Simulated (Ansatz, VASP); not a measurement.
One calculation of C, two programs

```xyz
2
Lattice="0.0000 2.1342 3.3921 1.2328 0.0000 3.3921 1.2328 2.1342 0.0000" Properties=species:S:1:pos:R:3 pbc="T T T"
C     1.2328    0.7115    3.3921
C     1.2328    3.5568    3.3921
```

Alike in both runs: functional PBE; dispersion D3(BJ); k mesh 18 × 18 × 18; occupations gaussian, width 0.02 eV; no spin polarisation.

Ansatz relaxed the structure, and its values are those at the end. VASP's run is a single point on that final structure, the one shown.

|  | VASP | Ansatz |
| --- | --- | --- |
| version | VASP 6.6.1 | Ansatz 0.2.0 |
| potentials or method | VASP PAW PBE potentials, release 64 (C), cutoff 520 eV | scalar-relativistic, plane waves, PAW |
| valence electrons in the cell | 8 | 8 |

|  | VASP | Ansatz | Ansatz less VASP |
| --- | --- | --- | --- |
| gap on the k mesh at the Fermi level (eV) | 0.07 | 0.07 | 0.000 |
| least direct gap on the mesh (eV) | 0.14 | 0.14 | 0.000 |
| pressure (GPa) | 0.4 | 0.0 | -0.43 |
